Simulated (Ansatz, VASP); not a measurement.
## Pb: VASP beside Ansatz

POSCAR

```
Pb
1.0
    0.0000000000      2.4946408835      2.4946408835
    2.4946408835      0.0000000000      2.4946408835
    2.4946408835      2.4946408835      0.0000000000
Pb
1
Direct
    0.0000000000      0.0000000000      0.0000000000
```

The input INCAR.step1:

```
SYSTEM = Pb
  PREC = Accurate
  ENCUT = 520
  ISMEAR = 0
  SIGMA = 0.01
  LREAL = .FALSE.
  LASPH = .TRUE.
  NELM = 80
  NBANDS = 13
  GGA = PE
  ALGO = Normal
  EDIFF = 1E-4
  LWAVE = .TRUE.
  LCHARG = .FALSE.
```

INCAR.step2

```
SYSTEM = Pb
  PREC = Accurate
  ENCUT = 520
  EDIFF = 1E-6
  ISMEAR = 0
  SIGMA = 0.01
  LREAL = .FALSE.
  LASPH = .TRUE.
  NELM = 80
  ALGO = Normal
  ISIF = 2
  LWAVE = .FALSE.
  LCHARG = .FALSE.
  METAGGA = R2SCAN
  LMIXTAU = .TRUE.
  NBANDS = 13
  ISTART = 1
```

Contents of KPOINTS:

```
Automatic mesh
0
G
  11 11 11
  0 0 0
```

Input for Ansatz:

```yaml
crystal:
  lattice:
    - [0.0, 2.4946408835, 2.4946408835]
    - [2.4946408835, 0.0, 2.4946408835]
    - [2.4946408835, 2.4946408835, 0.0]
  atoms:
    - { symbol: Pb, position: [0.0, 0.0, 0.0] }
hamiltonian:
  xc: r2scan
  pseudopotentials:
    kind: paw
    azcp:
      Pb: "pseudopotentials/Pb.paw.azcp"
basis:
  ecutwfc: 500
  fft_grid_basis: typed
kpoints:
  mp_grid: { grid: [11, 11, 11], shift: [0, 0, 0] }
magnetization:
  spin_polarized: false
scf:
  occupations: { method: gaussian, width: 0.01 }
  lower_state_search: "off"
output:
  stress: true
```

Alike in both runs: task single point; functional r2SCAN; k mesh 11 × 11 × 11; occupations gaussian, width 0.01 eV; no spin polarisation.

|  | VASP | Ansatz |
| --- | --- | --- |
| version | VASP 6.6.1 | Ansatz 0.2.0 |
| potentials or method | VASP PAW PBE potentials, release 64 (Pb_d), cutoff 520 eV | plane waves (500 eV) with PAW, scalar-relativistic |
| valence electrons in the cell | 14 | 14 |

```csv
,VASP,Ansatz,Ansatz less VASP
pressure (GPa),0.0,0.0,+0.02
```

VASP's potentials were made for PBE, not for r2SCAN.

Neither program's run includes spin-orbit coupling.
